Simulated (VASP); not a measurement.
# SnO2 (P4_2/mnm) in VASP: further runs, part 3 of 3

VASP 6.6.1. The steps go on from the part before.

### 5 Electric field gradients, LDA (zz strain of +2 %)

The input, INCAR:

```
SYSTEM = SnO2
PREC     = Accurate       ! precision mode
ENCUT    = 520            ! plane-wave cutoff, eV
EDIFF    = 1E-8           ! SCF threshold, eV
ISMEAR   = -1             ! smearing method
SIGMA    = 0.03           ! smearing width, eV
LREAL    = .False.        ! projectors in reciprocal space
LASPH    = .True.         ! aspherical terms in the spheres
NELM     = 80             ! most SCF steps
ALGO     = Normal         ! electronic algorithm
ISIF     = 2              ! what is computed and relaxed
LWAVE    = .False.        ! write WAVECAR
LCHARG   = .False.        ! write CHGCAR
LEFG     = .True.       
NBANDS   = 35             ! bands
```

The input, KPOINTS:

```
regular mesh
0
Gamma
  4 4 6
  0 0 0
```

The input, POSCAR:

```
SnO2
1.0
    4.7373500000      0.0000000000      0.0000000000
    0.0000000000      4.7373500000      0.0000000000
    0.0000000000      0.0000000000      3.2501280000
Sn O
2 4
Direct
    0.0000000000      0.0000000000      0.0000000000
    0.5000000000      0.5000000000      0.5000000000
    0.3056200000      0.3056200000      0.0000000000
    0.1943800000      0.8056200000      0.5000000000
    0.6943800000      0.6943800000      0.0000000000
    0.8056200000      0.1943800000      0.5000000000
```

Potentials or basis: VASP PAW LDA potentials, release 64 (Sn_d, O).

Started as:

```sh
cat potpaw_LDA.64/Sn_d/POTCAR potpaw_LDA.64/O/POTCAR > POTCAR
mpirun -np 1 vasp_std > vasp.out
```

OUTCAR:

```text
SYSTEM = SnO2
   PREC = Accurate
   ENCUT = 520
   EDIFF = 1E-8
   ISMEAR = -1
   LREAL = .False.
   LASPH = .True.
   NELM = 80
   ISIF = 2

 ion  position               nearest neighbor table
   1  0.000  0.000  0.000-   3 2.05   5 2.05   4 2.08   6 2.08   4 2.08   6 2.08   2 3.72   2 3.72
                             2 3.72   2 3.72   2 3.72   2 3.72   2 3.72   2 3.72
   2  0.500  0.500  0.500-   4 2.05   6 2.05   5 2.08   3 2.08   3 2.08   5 2.08   1 3.72   1 3.72
                             1 3.72   1 3.72   1 3.72   1 3.72   1 3.72   1 3.72
   3  0.306  0.306  0.000-   1 2.05   2 2.08   2 2.08
   4  0.194  0.806  0.500-   2 2.05   1 2.08   1 2.08
   5  0.694  0.694  0.000-   1 2.05   2 2.08   2 2.08
   6  0.806  0.194  0.500-   2 2.05   1 2.08   1 2.08

  LATTYP: Found a simple tetragonal cell.
 ALAT       =     4.7373500000
 C/A-ratio  =     0.6860645720

  Lattice vectors:

 A1 = (   4.7373500000,   0.0000000000,   0.0000000000)
 A2 = (   0.0000000000,   4.7373500000,   0.0000000000)
 A3 = (   0.0000000000,   0.0000000000,   3.2501280000)

Analysis of symmetry for initial positions (statically):
=====================================================================
 Subroutine PRICEL returns:
 Original cell was already a primitive cell.

 Routine SETGRP: Setting up the symmetry group for a
 simple tetragonal supercell.

 Subroutine GETGRP returns: Found 16 space group operations
 (whereof  8 operations were pure point group operations)
 out of a pool of 16 trial point group operations.

The static configuration has the point symmetry D_2h.
 The point group associated with its full space group is D_4h.

Analysis of symmetry for dynamics (positions and initial velocities):
=====================================================================
 Subroutine PRICEL returns:
 Original cell was already a primitive cell.

 Routine SETGRP: Setting up the symmetry group for a
 simple tetragonal supercell.

 Subroutine GETGRP returns: Found 16 space group operations
 (whereof  8 operations were pure point group operations)
 out of a pool of 16 trial point group operations.

The dynamic configuration has the point symmetry D_2h.
 The point group associated with its full space group is D_4h.

 Subroutine INISYM returns: Found 16 space group operations
 (whereof  8 operations are pure point group operations),
 and found     1 'primitive' translations

----------------------------------------------------------------------------------------

                                     Primitive cell

  volume of cell :      72.9409

  direct lattice vectors                    reciprocal lattice vectors
     4.737350000  0.000000000  0.000000000     0.211088478  0.000000000  0.000000000
     0.000000000  4.737350000  0.000000000     0.000000000  0.211088478  0.000000000
     0.000000000  0.000000000  3.250128000     0.000000000  0.000000000  0.307680190

  length of vectors
     4.737350000  4.737350000  3.250128000     0.211088478  0.211088478  0.307680190

[... 110 lines left out ...]
  Thomas-Fermi vector in A             =   2.578675
   LORBIT       =      0    0 simple, 1 ext, 2 COOP (PROOUT), +10 PAW based schemes
   GGA     = CA    functional components
   LHFCALC =     F    Hartree Fock is set to
   AEXX    =    0.0000 exact exchange contribution
   IVDW    =     0    specifies the selected vdW correction
   LEPSILON=     F    determine dielectric tensor
   LRPA    =     F    only Hartree local field effects (RPA)
 non-spin polarized calculation
  energy-cutoff  :      520.00
  volume of cell :       72.94
 maximum number of plane-waves:      2016
 NGX is ok and might be reduce to    36
   NGX = 17   NGY = 17   NGZ = 13

 number of electron      51.9999996 magnetization

 Free energy of the ion-electron system (eV)
  ---------------------------------------------------
  ext. energy  EPLUGINS =         0.00000000
  ---------------------------------------------------
  free energy    TOTEN  =       -42.24943417 eV

  energy without entropy =      -42.24943416  energy(sigma->0) =      -42.24943417

 E-fermi :   6.0702     XC(G=0): -11.7075

 val. band max:        5.6449043685   @ k =   0.0000   0.0000   0.0000
 cond. band min:       6.4953897696   @ k =   0.0000   0.0000   0.0000
 fundamental gap:      0.8504854011
 Fermi energy:         6.0702056828

 k-point     1 :       0.0000    0.0000    0.0000
  band No.  band energies     occupation
      1     -15.3251      2.00000
      2     -14.5695      2.00000
      3     -14.3766      2.00000
      4     -14.3549      2.00000
      5     -14.3549      2.00000
      6     -14.3078      2.00000
[... 901 lines left out ...]
     34      16.3414      0.00000
     35      18.5062      0.00000

------------------------ aborting loop because EDIFF is reached ----------------------------------------

  FORCE on cell =-STRESS in cart. coord.  units (eV):
  Direction    XX          YY          ZZ          XY          YZ          ZX
  --------------------------------------------------------------------------------------
  -------------------------------------------------------------------------------------
  Total       -1.4845219     -1.4845219     -3.4853316      0.0000000      0.0000000      0.0000000
  in kB      -32.6081221    -32.6081221    -76.5567130      0.0000000      0.0000000      0.0000000
  external PRESSURE =     -47.2576524 kB  Pullay stress =       0.0000000 kB

 VOLUME and BASIS-vectors are now :
 -----------------------------------------------------------------------------
  energy-cutoff  :      520.00
  volume of cell :       72.94
      direct lattice vectors                 reciprocal lattice vectors
     4.737350000  0.000000000  0.000000000     0.211088478  0.000000000  0.000000000
     0.000000000  4.737350000  0.000000000     0.000000000  0.211088478  0.000000000
     0.000000000  0.000000000  3.250128000     0.000000000  0.000000000  0.307680190

 POSITION                                       TOTAL-FORCE (eV/Angst)
 -----------------------------------------------------------------------------------
      0.00000      0.00000      0.00000         0.000000     -0.000000      0.000000
      2.36868      2.36868      1.62506         0.000000     -0.000000      0.000000
      1.44783      1.44783      0.00000         0.121724      0.121724     -0.000000
      0.92085      3.81650      1.62506        -0.121724      0.121724      0.000000
      3.28952      3.28952      0.00000        -0.121724     -0.121724      0.000000
      3.81650      0.92085      1.62506         0.121724     -0.121724      0.000000
 -----------------------------------------------------------------------------------
    total drift:                                0.000000      0.000000      0.000000

  FREE ENERGIE OF THE ION-ELECTRON SYSTEM (eV)
  ---------------------------------------------------
  free  energy   TOTEN  =       -42.2494341743 eV

  energy  without entropy=      -42.2494341611  energy(sigma->0) =      -42.24943417

 Electric field gradients (V/A^2)
---------------------------------------------------------------------
 ion       V_xx      V_yy      V_zz      V_xy      V_xz      V_yz
---------------------------------------------------------------------
   1      18.462    18.462   -36.924   -53.839    -0.000     0.000
   2      18.462    18.462   -36.924    53.839    -0.000    -0.000
   3     -23.903   -23.903    47.807    84.165     0.000     0.000
   4     -23.903   -23.903    47.807   -84.165    -0.000     0.000
   5     -23.903   -23.903    47.807    84.165    -0.000    -0.000
   6     -23.903   -23.903    47.807   -84.165     0.000    -0.000
---------------------------------------------------------------------

 Electric field gradients after diagonalization (V/A^2)
 (convention: |V_zz| > |V_xx| > |V_yy|)
----------------------------------------------------------------------
 ion       V_xx      V_yy      V_zz     asymmetry (V_yy - V_xx)/ V_zz
----------------------------------------------------------------------
   1     -36.924   -35.376    72.301       0.021
   2     -36.924   -35.376    72.301       0.021
   3      60.262    47.807  -108.069       0.115
   4      60.262    47.807  -108.069       0.115
   5      60.262    47.807  -108.069       0.115
   6      60.262    47.807  -108.069       0.115
----------------------------------------------------------------------

           NMR quadrupolar parameters

 Cq : quadrupolar parameter    Cq=e*Q*V_zz/h
 eta: asymmetry parameters     (V_yy - V_xx)/ V_zz
 Q  : nuclear electric quadrupole moment in mb (millibarn)
----------------------------------------------------------------------
 ion       Cq(MHz)       eta       Q (mb)
----------------------------------------------------------------------
   1       0.175       0.021       1.000
   2       0.175       0.021       1.000
   3      -0.261       0.115       1.000
   4      -0.261       0.115       1.000
   5      -0.261       0.115       1.000
   6      -0.261       0.115       1.000
----------------------------------------------------------------------
```

It took 28 s on 1 thread of AMD EPYC 9R45 (Zen 5), shared host; peak memory 0.15 GiB.

What came out:

```
Free energy            : -42.2494 eV
Pressure               : -4.7 GPa
Largest force          : 0.172 eV/Å
Band gap on the k mesh : 0.85 eV, direct
```

Forces in eV/Å, atoms in the order of the input:
```
Sn   0.000  0.000  0.000
Sn   0.000  0.000  0.000
O    0.122  0.122  0.000
O   -0.122  0.122  0.000
O   -0.122 -0.122  0.000
O    0.122 -0.122  0.000
```

Levels at points of the mesh, in eV from the valence-band top:
```tsv
k point	band 23	band 24	band 25	band 26	band 27	band 28	band 29	band 30
(0.00, 0.00, 0.00)	-1.33	-0.77	-0.77	0.00	0.85	5.62	5.83	5.83
(0.50, 0.00, 0.00)	-1.27	-1.27	-0.62	-0.62	4.08	4.08	6.59	6.59
(0.50, 0.50, 0.00)	-1.41	-1.41	-0.86	-0.86	4.43	4.43	7.08	7.08
(0.00, 0.00, 0.50)	-1.67	-1.67	-1.24	-1.24	5.75	5.75	9.39	9.39
(0.50, 0.00, 0.50)	-1.08	-1.08	-0.71	-0.71	6.04	6.04	7.77	7.77
(0.50, 0.50, 0.50)	-0.94	-0.94	-0.79	-0.79	4.45	4.45	8.55	8.55
```

Electric field gradients, principal values (V/Å²):
```
atom    least   middle  greatest (by size)
1 Sn  -35.376  -36.924              72.301
2 Sn  -35.376  -36.924              72.301
 3 O   47.807   60.262            -108.069
 4 O   47.807   60.262            -108.069
 5 O   47.807   60.262            -108.069
 6 O   47.807   60.262            -108.069
```

Caveat: the cell differs from its parent crystal (zz strain of +2 %); without QUAD_EFG the Cq values of the log hold for a quadrupole moment of 1 mb, not for the nuclei; spin-orbit coupling is left out, which moves the levels of the heavy elements.

### 6 Electric field gradients, LDA (zz strain of +2 %)

The input, INCAR:

```
PREC = Accurate
ENCUT = 520
EDIFF = 1E-8
ISMEAR = -1
SIGMA = 0.03
LREAL = False
LASPH = True
NELM = 60
ALGO = Normal
ISIF = 2
LWAVE = False
LCHARG = False
LEFG = True
NBANDS = 35
```

The input, KPOINTS:

```
Automatic mesh
0
Gamma
  4 4 6
```

POSCAR is that of step 5.

Potentials or basis: VASP PAW LDA potentials, release 64 (Sn_d, O).

Started as:

```sh
cat potpaw_LDA.64/Sn_d/POTCAR potpaw_LDA.64/O/POTCAR > POTCAR
mpirun -np 1 vasp_std > vasp.out
```

OUTCAR:

```text
PREC = Accurate
   ENCUT = 520
   EDIFF = 1E-8
   ISMEAR = -1
   LREAL = False
   LASPH = True
   NELM = 60
   ISIF = 2

 ion  position               nearest neighbor table
   1  0.000  0.000  0.000-   3 2.05   5 2.05   4 2.08   6 2.08   4 2.08   6 2.08   2 3.72   2 3.72
                             2 3.72   2 3.72   2 3.72   2 3.72   2 3.72   2 3.72
   2  0.500  0.500  0.500-   4 2.05   6 2.05   5 2.08   3 2.08   3 2.08   5 2.08   1 3.72   1 3.72
                             1 3.72   1 3.72   1 3.72   1 3.72   1 3.72   1 3.72
   3  0.306  0.306  0.000-   1 2.05   2 2.08   2 2.08
   4  0.194  0.806  0.500-   2 2.05   1 2.08   1 2.08
   5  0.694  0.694  0.000-   1 2.05   2 2.08   2 2.08
   6  0.806  0.194  0.500-   2 2.05   1 2.08   1 2.08

  LATTYP: Found a simple tetragonal cell.
 ALAT       =     4.7373500000
 C/A-ratio  =     0.6860645720

  Lattice vectors:

 A1 = (   4.7373500000,   0.0000000000,   0.0000000000)
 A2 = (   0.0000000000,   4.7373500000,   0.0000000000)
 A3 = (   0.0000000000,   0.0000000000,   3.2501280000)

Analysis of symmetry for initial positions (statically):
[... 1129 lines left out ...]
    total drift:                                0.000000      0.000000      0.000000

  FREE ENERGIE OF THE ION-ELECTRON SYSTEM (eV)
  ---------------------------------------------------
  free  energy   TOTEN  =       -42.2494341743 eV

  energy  without entropy=      -42.2494341611  energy(sigma->0) =      -42.24943417

 Electric field gradients (V/A^2)
---------------------------------------------------------------------
 ion       V_xx      V_yy      V_zz      V_xy      V_xz      V_yz
---------------------------------------------------------------------
   1      18.462    18.462   -36.924   -53.839    -0.000     0.000
   2      18.462    18.462   -36.924    53.839    -0.000    -0.000
   3     -23.903   -23.903    47.807    84.165     0.000     0.000
   4     -23.903   -23.903    47.807   -84.165    -0.000     0.000
   5     -23.903   -23.903    47.807    84.165    -0.000    -0.000
   6     -23.903   -23.903    47.807   -84.165     0.000    -0.000
---------------------------------------------------------------------

 Electric field gradients after diagonalization (V/A^2)
 (convention: |V_zz| > |V_xx| > |V_yy|)
----------------------------------------------------------------------
 ion       V_xx      V_yy      V_zz     asymmetry (V_yy - V_xx)/ V_zz
----------------------------------------------------------------------
   1     -36.924   -35.376    72.301       0.021
   2     -36.924   -35.376    72.301       0.021
   3      60.262    47.807  -108.069       0.115
   4      60.262    47.807  -108.069       0.115
   5      60.262    47.807  -108.069       0.115
   6      60.262    47.807  -108.069       0.115
----------------------------------------------------------------------

           NMR quadrupolar parameters

 Cq : quadrupolar parameter    Cq=e*Q*V_zz/h
 eta: asymmetry parameters     (V_yy - V_xx)/ V_zz
 Q  : nuclear electric quadrupole moment in mb (millibarn)
----------------------------------------------------------------------
 ion       Cq(MHz)       eta       Q (mb)
----------------------------------------------------------------------
   1       0.175       0.021       1.000
   2       0.175       0.021       1.000
   3      -0.261       0.115       1.000
   4      -0.261       0.115       1.000
   5      -0.261       0.115       1.000
   6      -0.261       0.115       1.000
----------------------------------------------------------------------
```

OSZICAR:

```text
N       E                     dE             d eps       ncg     rms          rms(c)
DAV:   1     0.645110018630E+03    0.64511E+03   -0.25387E+04  1821   0.234E+03
DAV:   2     0.525180935847E+02   -0.59259E+03   -0.55946E+03  1840   0.610E+02
DAV:   3    -0.433980220446E+02   -0.95916E+02   -0.94165E+02  1854   0.208E+02
DAV:   4    -0.482332221899E+02   -0.48352E+01   -0.48025E+01  2130   0.504E+01
DAV:   5    -0.483632376431E+02   -0.13002E+00   -0.12981E+00  2074   0.869E+00    0.156E+01
DAV:   6    -0.423294351366E+02    0.60338E+01   -0.16844E+01  2602   0.642E+01    0.628E+00
DAV:   7    -0.423454138482E+02   -0.15979E-01   -0.19216E+00  1927   0.781E+00    0.316E+00
DAV:   8    -0.422640374288E+02    0.81376E-01   -0.22422E-01  2524   0.399E+00    0.713E-01
DAV:   9    -0.422492725827E+02    0.14765E-01   -0.31793E-02  2793   0.285E+00    0.125E-01
DAV:  10    -0.422494283500E+02   -0.15577E-03   -0.35780E-03  2323   0.513E-01    0.522E-02
DAV:  11    -0.422494337497E+02   -0.53997E-05   -0.15366E-04  2710   0.146E-01    0.222E-02
DAV:  12    -0.422494363919E+02   -0.26422E-05   -0.14370E-05  1920   0.235E-02    0.150E-02
DAV:  13    -0.422494341081E+02    0.22839E-05   -0.88670E-06  2396   0.376E-02    0.174E-03
DAV:  14    -0.422494341729E+02   -0.64867E-07   -0.76368E-07  2320   0.706E-03    0.894E-04
DAV:  15    -0.422494341743E+02   -0.13988E-08   -0.21858E-08  1797   0.176E-03
   1 F= -.42249434E+02 E0= -.42249434E+02  d E =-.132553E-07
```

stdout:

```text
POSCAR found type information on POSCAR SnO
 POSCAR found :  2 types and       6 ions
 scaLAPACK will be used
 LDA part: xc-table for (Slater(with rela. corr.)+CA(PZ))
 , standard interpolation
 POSCAR, INCAR and KPOINTS ok, starting setup
 FFT: planning ... GRIDC
 FFT: planning ... GRID_SOFT
 FFT: planning ... GRID
 WAVECAR not read
 entering main loop
ion   1

ion   2

ion   3

ion   4

ion   5

ion   6
```

Wall time 27 s (1 thread of AMD EPYC 9R45 (Zen 5), shared host); peak memory 0.15 GiB.

Results:

- Free energy: -42.2494 eV
- Pressure: -4.7 GPa
- Largest force: 0.172 eV/Å
- Band gap on the k mesh: 0.85 eV, direct

Forces on the atoms (eV/Å):
```
Sn   0.000  0.000  0.000
Sn   0.000  0.000  0.000
O    0.122  0.122  0.000
O   -0.122  0.122  0.000
O   -0.122 -0.122  0.000
O    0.122 -0.122  0.000
```

Stress tensor (GPa, compression positive):
```
-3.26  0.00  0.00
 0.00 -3.26  0.00
 0.00  0.00 -7.66
```

Levels at points of the mesh, in eV from the valence-band top:
```tsv
k point	band 22	band 23	band 24	band 25	band 26	band 27	band 28	band 29	band 30	band 31
(0.00, 0.00, 0.00)	-1.33	-1.33	-0.77	-0.77	0.00	0.85	5.62	5.83	5.83	9.80
(0.50, 0.00, 0.00)	-2.00	-1.27	-1.27	-0.62	-0.62	4.08	4.08	6.59	6.59	10.67
(0.50, 0.50, 0.00)	-2.05	-1.41	-1.41	-0.86	-0.86	4.43	4.43	7.08	7.08	10.69
(0.00, 0.00, 0.50)	-2.70	-1.67	-1.67	-1.24	-1.24	5.75	5.75	9.39	9.39	10.03
(0.50, 0.00, 0.50)	-1.76	-1.08	-1.08	-0.71	-0.71	6.04	6.04	7.77	7.77	10.38
(0.50, 0.50, 0.50)	-2.36	-0.94	-0.94	-0.79	-0.79	4.45	4.45	8.55	8.55	10.40
```

Electric field gradients, principal values (V/Å²):
```
atom    least   middle  greatest (by size)
1 Sn  -35.376  -36.924              72.301
2 Sn  -35.376  -36.924              72.301
 3 O   47.807   60.262            -108.069
 4 O   47.807   60.262            -108.069
 5 O   47.807   60.262            -108.069
 6 O   47.807   60.262            -108.069
```

Caveat: the cell differs from its parent crystal (zz strain of +2 %); without QUAD_EFG the Cq values of the log hold for a quadrupole moment of 1 mb, not for the nuclei; spin-orbit coupling is left out, which moves the levels of the heavy elements.

### 7 Overview

| cell | gap on the mesh (eV) | pressure (GPa) | largest force (eV/Å) |
| --- | --- | --- | --- |
| a = 4.673, b = 4.673, c = 3.143 Å, 6 atoms | 1.63 | 9.7 | 0.10 |
| a = 4.722, b = 4.722, c = 3.176 Å, 6 atoms | 1.26 | 2.3 | 0.01 |
| a = 4.769, b = 4.769, c = 3.208 Å, 6 atoms | 0.91 | -4.0 | 0.11 |
| a = 4.737, b = 4.737, c = 3.250 Å, 6 atoms | 0.85 | -4.7 | 0.17 |

Alike in all rows: task electric field gradients; level LDA; potentials or basis VASP PAW LDA potentials, release 64 (Sn_d, O); no spin polarisation; k mesh 4 × 4 × 6; cutoff (eV) 520; smearing fermi-dirac 0.03 eV.

Caveats: spin-orbit coupling is left out, which moves the levels of the heavy elements.

Absolute energies hang on the potentials; compare differences alone.
